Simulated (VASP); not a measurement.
# Ag (Fm-3m) in VASP: notebook

Runs on Ag. Level: PBEsol. Tasks: single point.

All numbers are computed with VASP 6.6.1; they aren't measurements. Logs are shortened: lines on timing, memory, paths and dates and some standing lists are left out, and cuts for length are marked.

## Step 1: The cell of the first run

The structure is cubic, space group Fm-3m (No. 225). Conventional cell: a = 4.043 Å, b = 4.043 Å, c = 4.043 Å, α = 90.00°, β = 90.00°, γ = 90.00°. Ag (site symmetry m-3m) has 12 Ag at 2.86 Å within 3.8 Å.

## Step 2: Single point, PBEsol

File INCAR:

```
SYSTEM = Ag
PREC = Accurate
ENCUT = 520
EDIFF = 1E-6
ISMEAR = -1
SIGMA = 0.1
LREAL = .False.
LASPH = .True.
NELM = 100
ALGO = Normal
ISIF = 2
LWAVE = .False.
LCHARG = .False.
GGA = PS
NBANDS = 12
```

File KPOINTS:

```
regular mesh
0
Gamma
  24 24 24
  0 0 0
```

File POSCAR:

```
Ag
1.0
    0.0000000000      2.0214747487      2.0214747487
    2.0214747487      0.0000000000      2.0214747487
    2.0214747487      2.0214747487      0.0000000000
Ag
1
Direct
    0.0000000000      0.0000000000      0.0000000000
```

Potentials or basis: VASP PAW PBE potentials, release 64 (Ag).

On the command line:

```
cat potpaw_PBE.64/Ag/POTCAR > POTCAR
mpirun -np 1 vasp_std > vasp.out
```

OUTCAR:

```text
SYSTEM = Ag
   PREC = Accurate
   ENCUT = 520
   EDIFF = 1E-6
   ISMEAR = -1
   LREAL = .False.
   LASPH = .True.
   NELM = 100
   ISIF = 2
   GGA = PS

 ion  position               nearest neighbor table
   1  0.000  0.000  0.000-

  LATTYP: Found a face centered cubic cell.
 ALAT       =     4.0429494974

  Lattice vectors:

 A1 = (   0.0000000000,   2.0214747487,   2.0214747487)
 A2 = (   2.0214747487,   0.0000000000,   2.0214747487)
 A3 = (   2.0214747487,   2.0214747487,   0.0000000000)

Analysis of symmetry for initial positions (statically):
=====================================================================
 Subroutine PRICEL returns:
 Original cell was already a primitive cell.

 Routine SETGRP: Setting up the symmetry group for a
 face centered cubic supercell.

 Subroutine GETGRP returns: Found 48 space group operations
 (whereof 48 operations were pure point group operations)
 out of a pool of 48 trial point group operations.

The static configuration has the point symmetry O_h .

Analysis of symmetry for dynamics (positions and initial velocities):
=====================================================================
 Subroutine PRICEL returns:
 Original cell was already a primitive cell.

 Routine SETGRP: Setting up the symmetry group for a
 face centered cubic supercell.

 Subroutine GETGRP returns: Found 48 space group operations
 (whereof 48 operations were pure point group operations)
 out of a pool of 48 trial point group operations.

The dynamic configuration has the point symmetry O_h .

 Subroutine INISYM returns: Found 48 space group operations
 (whereof 48 operations are pure point group operations),
 and found     1 'primitive' translations

----------------------------------------------------------------------------------------

                                     Primitive cell

  volume of cell :      16.5209

  direct lattice vectors                    reciprocal lattice vectors
     0.000000000  2.021474749  2.021474749    -0.247344173  0.247344173  0.247344173
     2.021474749  0.000000000  2.021474749     0.247344173 -0.247344173  0.247344173
     2.021474749  2.021474749  0.000000000     0.247344173  0.247344173 -0.247344173

  length of vectors
     2.858797006  2.858797006  2.858797006     0.428412675  0.428412675  0.428412675

  position of ions in fractional coordinates (direct lattice)
     0.000000000  0.000000000  0.000000000

  ion indices of the primitive-cell ions
   primitive index   ion index
                 1           1

----------------------------------------------------------------------------------------

 KPOINTS: regular mesh

Automatic generation of k-mesh.
 Grid dimensions read from file:
 generate k-points for:   24   24   24

 Generating k-lattice:

  Cartesian coordinates                     Fractional coordinates (reciprocal lattice)
    -0.010306007  0.010306007  0.010306007     0.041666667  0.000000000  0.000000000
     0.010306007 -0.010306007  0.010306007     0.000000000  0.041666667  0.000000000
     0.010306007  0.010306007 -0.010306007     0.000000000  0.000000000  0.041666667

  Length of vectors
     0.017850528  0.017850528  0.017850528

  Shift w.r.t. Gamma in fractional coordinates (k-lattice)
     0.000000000  0.000000000  0.000000000

 Subroutine IBZKPT returns following result:
 ===========================================

 Found    413 irreducible k-points:

 Following reciprocal coordinates:
            Coordinates               Weight
  0.000000  0.000000  0.000000      1.000000
  0.041667  0.000000  0.000000      8.000000
  0.083333  0.000000  0.000000      8.000000
  0.125000  0.000000  0.000000      8.000000
  0.166667  0.000000  0.000000      8.000000
  0.208333  0.000000  0.000000      8.000000
[... 16 lines left out ...]
  0.416667  0.041667  0.000000     24.000000
  0.458333  0.041667  0.000000     24.000000
 [... further k-points ...]
   k-points           NKPTS =    413   k-points in BZ     NKDIM =    413   number of bands    NBANDS=     12
   number of dos      NEDOS =    301   number of ions     NIONS =      1
   total plane-waves  NPLWV =  13824
   dimension x,y,z NGX =    24 NGY =   24 NGZ =   24
   dimension x,y,z NGXF=    48 NGYF=   48 NGZF=   48
   ions per type =               1
   NGX,Y,Z   is equivalent  to a cutoff of  13.96, 13.96, 13.96 a.u.
   NGXF,Y,Z  is equivalent  to a cutoff of  27.91, 27.91, 27.91 a.u.
 SYSTEM =  Ag
   PREC   = accura    normal or accurate (medium, high low for compatibility)
   ISTART =      0    job   : 0-new  1-cont  2-samecut
   ICHARG =      2    charge: 1-file 2-atom 10-const
   ISPIN  =      1    spin polarized calculation?
   LNONCOLLINEAR =      F non collinear calculations
   LSORBIT =      F    spin-orbit coupling
   LASPH  =      T    aspherical Exc in radial PAW
   ENCUT  =  520.0 eV  38.22 Ry    6.18 a.u.   5.32  5.32  5.32*2*pi/ulx,y,z
   NELM   =    100;   NELMIN=  2; NELMDL= -5     # of ELM steps
   EDIFF  = 0.1E-05   stopping-criterion for ELM
   LREAL  =      F    real-space projection
   EDIFFG = 0.1E-04   stopping-criterion for IOM
   NSW    =      0    number of steps for IOM
   IBRION =     -1    ionic relax: 0-MD 1-quasi-New 2-CG
   NFREE  =      0    steps in history (QN), initial steepest desc. (CG)
   ISIF   =      2    stress and relaxation
   ISYM   =      2    0-nonsym 1-usesym 2-fastsym
   POTIM  = 0.5000    time-step for ionic-motion
   TEBEG  =    0.0;   TEEND  =   0.0 temperature during run
   PSTRESS=    0.0 pullay stress
   NELECT =      11.0000    total number of electrons
   NUPDOWN=      -1.0000    fix difference up-down
   EMIN   =  10.00;   EMAX   =-10.00  energy-range for DOS
   EFERMI =   0.00;   METHOD = LEGACY
   ISMEAR =    -1;   SIGMA  =   0.10  broadening in eV -4-tet -1-fermi 0-gaus
   EFERMI_NEDOS =   21; number of points for ismear=-14 and -15
   IALGO  =     38    algorithm
   IMIX   =      4    mixing-type and parameters
     AMIX     =   0.40;   BMIX     =  1.00
     AMIX_MAG =   1.60;   BMIX_MAG =  1.00
  volume/ion in A,a.u.               =      16.52       111.49
  Fermi-wavevector in a.u.,A,eV,Ry     =   1.429533  2.701425 27.804370  2.043564
  Thomas-Fermi vector in A             =   2.549476
   LORBIT       =      0    0 simple, 1 ext, 2 COOP (PROOUT), +10 PAW based schemes
   GGA     = PS    functional components
   LHFCALC =     F    Hartree Fock is set to
   AEXX    =    0.0000 exact exchange contribution
   IVDW    =     0    specifies the selected vdW correction
   LEPSILON=     F    determine dielectric tensor
   LRPA    =     F    only Hartree local field effects (RPA)
 non-spin polarized calculation
  energy-cutoff  :      520.00
  volume of cell :       16.52
 maximum number of plane-waves:       459
 NGX is ok and might be reduce to    24
   NGX = 11   NGY = 11   NGZ = 11

 number of electron      11.0000001 magnetization

 Free energy of the ion-electron system (eV)
  ---------------------------------------------------
  ext. energy  EPLUGINS =         0.00000000
  ---------------------------------------------------
  free energy    TOTEN  =        -3.31417486 eV

  energy without entropy =       -3.30676459  energy(sigma->0) =       -3.31046972

 E-fermi :   8.6979     XC(G=0): -12.6016

 val. band max:        8.6948613443   @ k =   0.5000   0.2500   0.0833
 cond. band min:       8.7115396329   @ k =  -0.4583   0.0833   0.0000
 fundamental gap:      0.0166782886
 Fermi energy:         8.6979205206

 k-point     1 :       0.0000    0.0000    0.0000
  band No.  band energies     occupation
      1       0.6104      2.00000
      2       3.7884      2.00000
      3       3.7884      2.00000
      4       3.7884      2.00000
      5       4.8952      2.00000
      6       4.8952      2.00000
      7      24.7277      0.00000
      8      28.4873      0.00000
      9      28.4873      0.00000
     10      28.4873      0.00000
     11      33.3880      0.00000
     12      34.7264      0.00000

 k-point     2 :       0.0417    0.0000    0.0000
  band No.  band energies     occupation
      1       0.6665      2.00000
      2       3.7743      2.00000
      3       3.8048      2.00000
      4       3.8048      2.00000
      5       4.8885      2.00000
      6       4.8885      2.00000
      7      24.7504      0.00000
      8      27.9802      0.00000
      9      28.5168      0.00000
     10      28.5168      0.00000
     11      33.6097      0.00000
     12      34.6512      0.00000

 k-point     3 :       0.0833    0.0000    0.0000
  band No.  band energies     occupation
      1       0.8315      2.00000
      2       3.7366      2.00000
      3       3.8502      2.00000
      4       3.8502      2.00000
      5       4.8722      2.00000
      6       4.8722      2.00000
      7      24.7555      0.00000
      8      26.8888      0.00000
      9      28.5979      0.00000
     10      28.5979      0.00000
     11      33.2098      0.00000
     12      34.4047      0.00000
[... 286 lines left out ...]
 k-point    23 :       0.4167    0.0417    0.0000
  band No.  band energies     occupation
      1       2.1699      2.00000
      2       3.7935      2.00000
      3       3.8524      2.00000
      4       5.3496      2.00000
      5       5.6460      2.00000
      6       6.8756      2.00000
      7      14.4144      0.00000
      8      24.2205      0.00000
      9      26.6238      0.00000
     10      27.3026      0.00000
     11      31.9714      0.00000
     12      32.2573      0.00000

 k-point    24 :       0.4583    0.0417    0.0000
  band No.  band energies     occupation
      1       2.1340      2.00000
      2       3.7586      2.00000
      3       3.8142      2.00000
      4       5.5109      2.00000
      5       5.7214      2.00000
      6       7.7092      1.99990
      7      13.2152      0.00000
      8      24.0385      0.00000
      9      26.5333      0.00000
     10      26.8273      0.00000
     11      32.1062      0.00000
     12      32.2007      0.00000

 [... further k-points ...]
[... 5 lines left out ...]
  --------------------------------------------------------------------------------------
  -------------------------------------------------------------------------------------
  Total        0.0765724      0.0765724      0.0765724      0.0000000      0.0000000     -0.0000000
  in kB        7.4258830      7.4258830      7.4258830      0.0000000      0.0000000     -0.0000000
  external PRESSURE =       7.4258830 kB  Pullay stress =       0.0000000 kB

 VOLUME and BASIS-vectors are now :
 -----------------------------------------------------------------------------
  energy-cutoff  :      520.00
  volume of cell :       16.52
      direct lattice vectors                 reciprocal lattice vectors
     0.000000000  2.021474749  2.021474749    -0.247344173  0.247344173  0.247344173
     2.021474749  0.000000000  2.021474749     0.247344173 -0.247344173  0.247344173
     2.021474749  2.021474749  0.000000000     0.247344173  0.247344173 -0.247344173

 POSITION                                       TOTAL-FORCE (eV/Angst)
 -----------------------------------------------------------------------------------
      0.00000      0.00000      0.00000         0.000000      0.000000      0.000000
 -----------------------------------------------------------------------------------
    total drift:                               -0.000000     -0.000000     -0.000000

  FREE ENERGIE OF THE ION-ELECTRON SYSTEM (eV)
  ---------------------------------------------------
  free  energy   TOTEN  =        -3.3141748556 eV

  energy  without entropy=       -3.3067645935  energy(sigma->0) =       -3.31046972
```

Wall time 62 s (1 thread of AMD EPYC 7R43 (Zen 3), shared host); peak memory 0.17 GiB.

What came out:

```yaml
Free_energy: -3.3142 eV
Pressure: 0.7 GPa
```

Caveat: the PAW data sets were made with another functional, which shifts forces and pressure a little.

## Step 3: Single point, PBEsol

This run uses another cell than the first one, of 16.65 Å³/atom, 1.008 times its volume.

File INCAR:

```
PREC     = Accurate       # precision mode
ENCUT    = 520            # plane-wave cutoff, eV
EDIFF    = 1E-7           # SCF threshold, eV
ISMEAR   = -1             # smearing method
SIGMA    = 0.1            # smearing width, eV
LREAL    = F              # projectors in reciprocal space
LASPH    = T              # aspherical terms in the spheres
NELM     = 60             # most SCF steps
ALGO     = Normal         # electronic algorithm
ISIF     = 2              # what is computed and relaxed
LWAVE    = F              # write WAVECAR
LCHARG   = T              # write CHGCAR
GGA      = PS             # functional
LELF     = T              # ELF
LVHAR    = T            
NBANDS   = 12             # bands
```

File KPOINTS:

```
regular mesh
0
Gamma
  24 24 24
```

File POSCAR:

```
Ag
1.0
    0.0000000000      2.0269122655      2.0269122655
    2.0269122655      0.0000000000      2.0269122655
    2.0269122655      2.0269122655      0.0000000000
Ag
1
Direct
    0.0000000000      0.0000000000      0.0000000000
```

Potentials or basis: VASP PAW PBE potentials, release 64 (Ag).

On the command line:

```
cat potpaw_PBE.64/Ag/POTCAR > POTCAR
mpirun -np 1 vasp_std > vasp.out
```

Run time: 70 s. Hardware: 1 thread of AMD EPYC 7R43 (Zen 3), shared host; peak memory 0.17 GiB.

Results (log left out):

- Free energy: -3.3145 eV
- Pressure: -0.2 GPa

Levels at points of the mesh, in eV from the Fermi level:
```tsv
k point	band 3	band 4	band 5	band 6	band 7	band 8	band 9	band 10
(0.00, 0.00, 0.00)	-4.88	-4.88	-3.79	-3.79	16.02	19.73	19.73	19.73
(0.50, 0.00, 0.00)	-4.90	-2.95	-2.95	-0.54	3.70	15.25	18.03	18.03
(0.50, 0.50, 0.00)	-2.98	-2.74	-2.74	1.50	6.88	10.70	10.70	17.43
```

Caveat: the PAW data sets were made with another functional, which shifts forces and pressure a little.
